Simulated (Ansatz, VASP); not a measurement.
# One calculation of Sn4As, two programs

```xyz
10
Lattice="3.5286 -3.1226 -3.5291 -3.5315 -3.1190 3.5342 -6.8335 0.0002 -6.8256" Properties=species:S:1:pos:R:3 pbc="T T T"
Sn   -8.3632   -1.9090   -5.2934
Sn   -1.4195   -1.9150   -5.4088
Sn   -2.0038   -5.0294    2.0012
Sn   -1.8883   -5.0359   -4.9386
Sn   -4.8767   -4.7171   -4.8643
Sn   -1.4608   -1.5966   -1.4571
Sn   -5.3748   -1.5965   -5.3686
Sn   -1.9589   -4.7178   -1.9476
As   -6.8305   -5.4659   -6.8244
As   -3.4237   -2.3446   -3.4110
```

Change from the starting cell: cell x2, atoms moved at random (sigma 0.15 Å) and cell strained at random (1.5 %), then relaxed without symmetry.

Alike in both runs: functional PBE; k mesh 4 × 4 × 2; occupations gaussian, width 0.2 eV; no spin polarisation.

Ansatz relaxed the structure, and its values are those at the end. VASP's run is a single point on that final structure, the one shown.

```csv
,VASP,Ansatz
version,VASP 6.6.1,Ansatz 0.2.0
potentials or method,"VASP PAW PBE potentials, release 64 (Sn_d, As), cutoff 520 eV","scalar-relativistic, plane waves, PAW"
valence electrons in the cell,122,142
```

```csv
,VASP,Ansatz,Ansatz less VASP
gap on the k mesh at the Fermi level (eV),none,none,-
pressure (GPa),0.0,0.0,+0.04
rms of the force components (eV/Å),0.005,0.004,-0.0006
```

A gap of «none» marks a metal or a gap that the smearing closes. VASP's potentials hold 122 valence electrons a cell and Ansatz's 142, so a difference there can come from the potentials and not from the codes.
